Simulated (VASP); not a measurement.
Input of a VASP 6.6.1 run:

File INCAR:

```
PREC     = Accurate       # precision mode
ENCUT    = 520            # plane-wave cutoff, eV
EDIFF    = 1E-7           # SCF threshold, eV
ISMEAR   = 0              # smearing method
SIGMA    = 0.1            # smearing width, eV
LREAL    = F              # projectors in reciprocal space
LASPH    = T              # aspherical terms in the spheres
NELM     = 60             # most SCF steps
ALGO     = Normal         # electronic algorithm
ISIF     = 2              # what is computed and relaxed
LWAVE    = F              # write WAVECAR
LCHARG   = F              # write CHGCAR
GGA      = PE             # functional
NBANDS   = 20             # bands
```

Contents of KPOINTS:

```
Automatic mesh
0
Gamma
  16 16 16
```

POSCAR

```
GaGe
1.0
    0.0000000000      2.8992340107      2.8992340107
    2.8992340107      0.0000000000      2.8992340107
    2.8992340107      2.8992340107      0.0000000000
Ga Ge
1 1
Direct
    0.7500000000      0.7500000000      0.7500000000
    0.0000000000      0.0000000000      0.0000000000
```

Potentials or basis: VASP PAW PBE potentials, release 64 (Ga_d, Ge_d).

Run with:

```bash
$ cat potpaw_PBE.64/Ga_d/POTCAR potpaw_PBE.64/Ge_d/POTCAR > POTCAR
$ mpirun -np 1 vasp_std > vasp.out
```

(1) Estimate the pressure.

(2) Estimate the band gap on the k mesh.

## Answers

(1) 0.1 GPa.

(2) zero (an odd number of electrons rules out a gap without spin polarisation).
